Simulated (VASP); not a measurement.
A run of VASP 6.6.1:

The input INCAR:

```
  PREC = Accurate
  ENCUT = 520
  EDIFF = 1E-6
  ISMEAR = -1
  SIGMA = 0.02
  LREAL = Auto
  LASPH = T
  NELM = 150
  ALGO = Normal
  ISIF = 2
  LWAVE = F
  LCHARG = F
  ISPIN = 2
  MAGMOM = 1 1 1 1 1 1 1 1 1 1 1 1 1 1 1 1 1 1 1 1 1 1 1 1
  LORBIT = 11
  GGA = PE
  IVDW = 12
  NBANDS = 94
```

The input KPOINTS:

```
Automatic mesh
0
Gamma
  1 1 1
```

POSCAR

```
O
1.0
    7.6699000000      0.0000000000      0.0000000000
    0.0000000000      7.6699000000      0.0000000000
    0.0000000000      0.0000000000      7.6699000000
O
24
Direct
    0.9106637635      0.3177094877      0.2543188308
    0.8887990717      0.2410461675      0.3934601494
    0.4579068827      0.6321985945      0.8605979217
    0.4330434556      0.7603880103      0.7723829515
    0.7247160980     -0.0082530411      0.5990951642
    0.6165921329      0.1010834561      0.5655354046
    0.6093169402      0.6375311282      0.2122061565
    0.4860819567      0.7353811653      0.1986075438
    0.0972372521      0.5064212050      0.9434151684
    0.1078371296      0.4954562641      0.7806229547
   -0.0102348140      0.7803752331      0.3487920312
    0.0275101370      0.7909881485      0.5030313303
    0.7741952307      0.4317005437      0.7098919151
    0.7683672538      0.5690295832      0.6248842879
    0.2174083104      0.1147733347      0.2081774208
    0.2180732474     -0.0104694976      0.1121787768
    0.3655067211      0.4215961095      0.4097445860
    0.2694428871      0.4315962398      0.2795082074
    0.5715198373      0.2411895853      0.1601976558
    0.5681821145      0.2819984615      0.0063625341
    0.7817833349      0.8988904679      0.0165451962
    0.8914979335      0.8251998070     -0.0696880011
    0.1228438441      0.1061291542      0.7264631873
    0.1696893049      0.1572380344      0.5847403486
```

Potentials or basis: VASP PAW PBE potentials, release 64 (O).

Launch:

```bash
$ cat potpaw_PBE.64/O/POTCAR > POTCAR
$ mpirun -np 1 vasp_gam > vasp.out
```

Hardware: 1 thread of AMD EPYC 9R14 (Zen 4) (shared host).

Problem. Estimate the wall time of this run.

Solution. Run time: 80 s on 1 thread of AMD EPYC 9R14 (Zen 4), on a shared host, peak memory 0.55 GiB. Counts: scf iterations 15, k points 1.
